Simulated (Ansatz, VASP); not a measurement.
## One calculation of VCoC6N6, two programs

The input INCAR:

```
PREC = Accurate
ENCUT = 520
EDIFF = 1E-6
ISMEAR = 0
SIGMA = 0.1
LREAL = False
LASPH = True
NELM = 150
ALGO = Normal
ISIF = 2
LWAVE = False
LCHARG = False
ISPIN = 2
MAGMOM = 2 3 0 0 0 0 0 0 0 0 0 0 0 0
LORBIT = 11
LMAXMIX = 4
GGA = PE
NBANDS = 55
```

File KPOINTS:

```
regular mesh
0
Gamma
  4 4 4
```

File POSCAR:

```
VCoC6N6
1.0
    0.0000000000      5.0945000000      5.0945000000
    5.0945000000      0.0000000000      5.0945000000
    5.0945000000      5.0945000000      0.0000000000
V Co C N
1 1 6 6
Direct
    0.0000000000      0.0000000000      0.0000000000
    0.5000000000      0.5000000000      0.5000000000
    0.8118559200      0.1881440800      0.1881440800
    0.1881440800      0.8118559200      0.1881440800
    0.1881440800      0.1881440800      0.8118559200
    0.1881440800      0.8118559200      0.8118559200
    0.8118559200      0.1881440800      0.8118559200
    0.8118559200      0.8118559200      0.1881440800
    0.6970262000      0.3029738000      0.3029738000
    0.3029738000      0.6970262000      0.3029738000
    0.3029738000      0.3029738000      0.6970262000
    0.3029738000      0.6970262000      0.6970262000
    0.6970262000      0.3029738000      0.6970262000
    0.6970262000      0.6970262000      0.3029738000
```

Input for Ansatz:

```yaml
crystal:
  lattice:
    - [0.0, 5.0945, 5.0945]
    - [5.0945, 0.0, 5.0945]
    - [5.0945, 5.0945, 0.0]
  atoms:
    - { symbol: V, position: [0.0, 0.0, 0.0], spin: 2.0 }
    - { symbol: Co, position: [0.5, 0.5, 0.5], spin: 3.0 }
    - { symbol: C, position: [0.81185592, 0.18814408, 0.18814408] }
    - { symbol: C, position: [0.18814408, 0.81185592, 0.18814408] }
    - { symbol: C, position: [0.18814408, 0.18814408, 0.81185592] }
    - { symbol: C, position: [0.18814408, 0.81185592, 0.81185592] }
    - { symbol: C, position: [0.81185592, 0.18814408, 0.81185592] }
    - { symbol: C, position: [0.81185592, 0.81185592, 0.18814408] }
    - { symbol: "N", position: [0.6970262, 0.3029738, 0.3029738] }
    - { symbol: "N", position: [0.3029738, 0.6970262, 0.3029738] }
    - { symbol: "N", position: [0.3029738, 0.3029738, 0.6970262] }
    - { symbol: "N", position: [0.3029738, 0.6970262, 0.6970262] }
    - { symbol: "N", position: [0.6970262, 0.3029738, 0.6970262] }
    - { symbol: "N", position: [0.6970262, 0.6970262, 0.3029738] }
basis:
  ecutwfc: 420
kpoints:
  mp_grid: { grid: [4, 4, 4] }
hamiltonian:
  xc: pbe
scf:
  occupations: { method: gaussian, width: 0.1 }
  lower_state_search: "off"
output:
  forces: true
  stress: true
  eigenvalues: true
  populations: true
magnetization:
  spin_polarized: true
```

Alike in both runs: task single point; functional PBE; k mesh 4 × 4 × 4; occupations gaussian, width 0.1 eV; collinear spin.

|  | VASP | Ansatz |
| --- | --- | --- |
| version | VASP 6.6.1 | Ansatz 0.2.0 |
| potentials or method | VASP PAW PBE potentials, release 64 (V_sv, Co, C, N), cutoff 520 eV | scalar-relativistic, plane waves, PAW |
| valence electrons in the cell | 76 | 84 |

VASP gave:

| Item | Value |
| --- | --- |
| gap on the k mesh at the Fermi level (eV) | none |
| pressure (GPa) | 3.1 |
| rms of the force components (eV/Å) | 1.158 |
| net moment per atom (μB) | 0.14 |
| size of the moment on the site where the two differ most (μB) | 1.31 |

Task: What did Ansatz give for the same quantities?

Result: gap on the k mesh at the Fermi level (eV): none; pressure (GPa): 2.7; rms of the force components (eV/Å): 1.196; net moment per atom (μB): 0.14; size of the moment on the site where the two differ most (μB): 0.96.

Site moments also hang on the region over which each program counts them. Atom by atom the forces differ by 0.191 eV/Å (rms over components). A gap of «none» marks a metal or a gap that the smearing closes. The functional is the same, so the differences come from potentials, cutoffs and numerics. VASP's potentials hold 76 valence electrons a cell and Ansatz's 84, so a difference there can come from the potentials and not from the codes.

Noted on VASP's run: the standard files for N, O and F lose accuracy on very short bonds.
